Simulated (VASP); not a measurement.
Set up this calculation in VASP 6.6.1, as the native input.

```
Task                   : single point
Functional             : PBE
Potentials or basis    : VASP PAW PBE potentials, release 64 (Mg, Ge_d, N)
Cutoff                 : 520 eV
k mesh                 : 12 × 12 × 4
Occupations            : gaussian, width 0.1 eV
Spin                   : no spin polarisation
Dipole correction      : no
Further INCAR settings : ALGO = Normal; EDIFF = 1e-06; NBANDS = 39
```

The structure of Mg3Ge3N2 lies in POSCAR:

```
Mg3Ge3N2
1.0
    3.2327635302      0.0000000000      0.0000000000
   -1.6163817651      2.7996553416      0.0000000000
    0.0000000000      0.0000000000     13.9706051537
Mg Ge N
3 3 2
Direct
    0.6666666667      0.3333333333      0.1557729093
    0.3333333333      0.6666666667      0.8442270907
    0.0000000000      0.0000000000      0.0000000000
    0.6666666667      0.3333333333      0.6528312927
    0.3333333333      0.6666666667      0.3471687073
    0.0000000000      0.0000000000      0.5000000000
    0.3333333333      0.6666666667      0.0965241641
    0.6666666667      0.3333333333      0.9034758359
```

One way to write it, as run:

INCAR

```
ALGO = Normal
EDIFF = 1E-6
ENCUT = 520
GGA = PE
ISIF = 2
ISMEAR = 0
LASPH = True
LCHARG = True
LELF = True
LREAL = False
LVHAR = True
LWAVE = False
NBANDS = 39
NELM = 60
PREC = Accurate
SIGMA = 0.1
```

KPOINTS

```
k-points
0
Gamma
  12 12 4
```

Potentials or basis: VASP PAW PBE potentials, release 64 (Mg, Ge_d, N).

The run is started by

```bash
$ cat potpaw_PBE.64/Mg/POTCAR potpaw_PBE.64/Ge_d/POTCAR potpaw_PBE.64/N/POTCAR > POTCAR
$ mpirun -np 1 vasp_std > vasp.out
```

It gave:

- Pressure: -0.2 GPa
- Largest force: 0.017 eV/Å
- Band gap on the k mesh: zero (bands 29 and 30 overlap by 4.84 eV)

Wall time 2.8 min on 1 thread of Intel(R) Xeon(R) 6975P-C (Granite Rapids), on a shared host, peak memory 0.43 GiB.
